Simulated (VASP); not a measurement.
MgO, 2 atoms in the cell. It takes space group Pm-3m (No. 221, cubic). Conventional cell: a = 2.623 Å, b = 2.623 Å, c = 2.623 Å, α = 90.00°, β = 90.00°, γ = 90.00°. Mg (site symmetry m-3m) has 8 O at 2.27 Å and 6 Mg at 2.62 Å within 3.0 Å. Within 3.0 Å of O (site symmetry m-3m) lie 8 Mg at 2.27 Å and 6 O at 2.62 Å. 

| Property | Result |
| --- | --- |
| Program | VASP 6.6.1 |
| Task | single point |
| Functional | r2SCAN |
| Potentials or basis | VASP PAW PBE potentials, release 64 (Mg_sv, O) |
| Cutoff | 920 eV |
| k mesh | 8 × 8 × 8 |
| Occupations | gaussian, width 0.02 eV |
| Spin | no spin polarisation |
| Dipole correction | no |
| Further INCAR settings | ALGO = Normal; EDIFF = 1e-06; NBANDS = 15 |

Potentials or basis: VASP PAW PBE potentials, release 64 (Mg_sv, O).

Command:

```bash
$ cat potpaw_PBE.64/Mg_sv/POTCAR potpaw_PBE.64/O/POTCAR > POTCAR
$ cp INCAR.step1 INCAR
$ mpirun -np 1 vasp_std > vasp.out
$ cp INCAR.step2 INCAR
$ mpirun -np 1 vasp_std > vasp.out
```

Hardware: 1 thread of Intel(R) Xeon(R) 6975P-C (Granite Rapids) (shared host).

**Question.** How long does it take, and how much memory?

**Answer.** Run time: 32 s on 1 thread of Intel(R) Xeon(R) 6975P-C (Granite Rapids) (shared host), peak memory 0.17 GiB. Counts: k points 35.
